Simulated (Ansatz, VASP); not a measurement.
KNbO3 in VASP and in Ansatz

```
K Nb O
1.0
     4.02918    0.00000    0.00000
     0.00000    4.02918    0.00000
     0.00000    0.00000    4.02918
K Nb O
1 1 3
Direct
  0.00000 0.00000 0.00000
  0.50000 0.50000 0.50000
  0.00000 0.50000 0.50000
  0.50000 0.00000 0.50000
  0.50000 0.50000 0.00000
```

Alike in both runs: task single point; functional PBE; k mesh 6 × 6 × 6; no spin polarisation; Hubbard terms Nb d U = 6.0 eV.

```csv
,VASP,Ansatz
version,VASP 6.6.1,Ansatz 0.2.0
potentials or method,"VASP PAW PBE potentials, release 64 (K_sv, Nb_sv, O)","plane waves, PAW"
plane-wave cutoff (eV),600,420
occupations,"methfessel-paxton of order 1, width 0.05 eV","cold, width 0.05 eV"
valence electrons in the cell,40,40
```

```csv
,VASP,Ansatz,Ansatz less VASP
gap on the k mesh at the Fermi level (eV),2.21,2.16,-0.045
```

The programs project onto different local orbitals, so the same U acts differently, and such runs can settle in different states.
